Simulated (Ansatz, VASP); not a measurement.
## Two plane-wave programs on P

```
CELL_PARAMETERS angstrom
0.00000 2.77515 2.77515
2.77515 0.00000 2.77515
2.77515 2.77515 0.00000
ATOMIC_POSITIONS crystal
P 0.12500 0.12500 0.12500
P 0.87500 0.87500 0.87500
```

Alike in both runs: task single point; functional PBE; k mesh 11 × 11 × 11; occupations fermi-dirac, width 0.1 eV; no spin polarisation.

```csv
,VASP,Ansatz
version,VASP 6.6.1,Ansatz 0.2.0
potentials or method,"VASP PAW PBE potentials, release 64 (P), cutoff 520 eV","plane waves (420 eV) with PAW, scalar-relativistic"
valence electrons in the cell,10,10
```

|  | VASP | Ansatz | Ansatz less VASP |
| --- | --- | --- | --- |
| pressure (GPa) | -1.6 | -1.5 | +0.10 |

With one functional, cell and mesh, what is left measures potentials, basis and numerics.
